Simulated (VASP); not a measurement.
## Be16H (a cell with a defect): single point with PBEsol

The system is Be16H (a cell with a defect).

```
CELL_PARAMETERS angstrom
-2.29000 -3.96640 0.00000
3.43500 -1.98320 0.00000
0.00000 0.00000 7.17686
ATOMIC_POSITIONS crystal
Be 0.75019 0.49960 0.00198
Be 0.49971 0.33283 0.24632
Be 0.77201 0.51369 0.50091
Be 0.49976 0.33207 0.75499
Be 0.49975 0.99702 0.00257
Be 0.24940 0.83348 0.25262
Be 0.49977 0.96539 0.50175
Be 0.24808 0.83302 0.75377
Be 0.24933 0.49956 0.00198
Be 0.99973 0.33378 0.25104
Be 0.22759 0.51374 0.50091
Be 0.99978 0.33386 0.75434
Be 0.99975 0.00058 0.00316
Be 0.75001 0.83349 0.25262
Be 0.99977 0.01175 0.50322
Be 0.75144 0.83300 0.75376
H 0.49981 0.33040 0.52750
```

- Program: VASP 6.6.1
- Task: single point
- Functional: PBEsol
- Potentials or basis: VASP PAW PBE potentials, release 64 (Be, H)
- Cutoff: 520 eV
- k mesh: 4 × 4 × 3
- Occupations: fermi-dirac, width 0.15 eV
- Spin: no spin polarisation
- Dipole correction: no
- Further INCAR settings: LREAL = Auto; ALGO = Normal; EDIFF = 1e-07; NBANDS = 30

```json
{
  "Pressure": "0.0 GPa",
  "Largest force": "0.015 eV/Å",
  "Band gap on the k mesh": "zero (an odd number of electrons rules out a gap without spin polarisation)"
}
```

Forces on the atoms (eV/Å):
```
Be  -0.001  0.003 -0.007
Be  -0.005  0.002  0.012
Be   0.001  0.001 -0.001
Be   0.003 -0.002 -0.010
Be   0.001 -0.001 -0.003
Be  -0.001  0.000  0.004
Be  -0.001  0.001 -0.005
Be   0.005  0.000 -0.002
Be  -0.002  0.000 -0.007
Be   0.002 -0.002  0.001
Be  -0.002  0.001 -0.001
Be   0.004 -0.002  0.001
Be  -0.008  0.005  0.005
Be  -0.003 -0.001  0.004
Be   0.002 -0.001 -0.005
Be   0.003 -0.005 -0.002
H    0.002  0.000  0.015
```

Stress tensor (GPa, compression positive):
```
-0.33  0.05  0.00
 0.05 -0.28  0.00
 0.00  0.00  0.74
```

Levels at points of the mesh, in eV from the Fermi level:
| k point | band 12 | band 13 | band 14 | band 15 | band 16 | band 17 | band 18 | band 19 | band 20 | band 21 |
| --- | --- | --- | --- | --- | --- | --- | --- | --- | --- | --- |
| (0.00, 0.00, 0.00) | -4.34 | -4.06 | -3.72 | -0.82 | 0.14 | 0.38 | 0.52 | 0.86 | 1.00 | 1.30 |
| (0.50, 0.00, 0.00) | -2.93 | -2.45 | -2.43 | -2.38 | -2.35 | -0.35 | -0.03 | 0.37 | 0.46 | 0.52 |
| (0.00, 0.50, 0.00) | -4.06 | -3.78 | -3.69 | -2.72 | -2.57 | -0.14 | 0.63 | 0.64 | 0.79 | 0.86 |
| (0.50, 0.50, 0.00) | -6.41 | -1.26 | -1.06 | -0.97 | -0.83 | -0.48 | 0.35 | 0.52 | 0.58 | 3.90 |

Run time: 2.1 min on 1 thread of Intel(R) Xeon(R) 6975P-C (Granite Rapids), with other jobs on the host, peak memory 0.25 GiB.

Caveat: the k points lie up to 0.40 Å⁻¹ apart, too coarse for converged energies and pressures of a metal; the PAW data sets were made with another functional, which shifts forces and pressure a little.
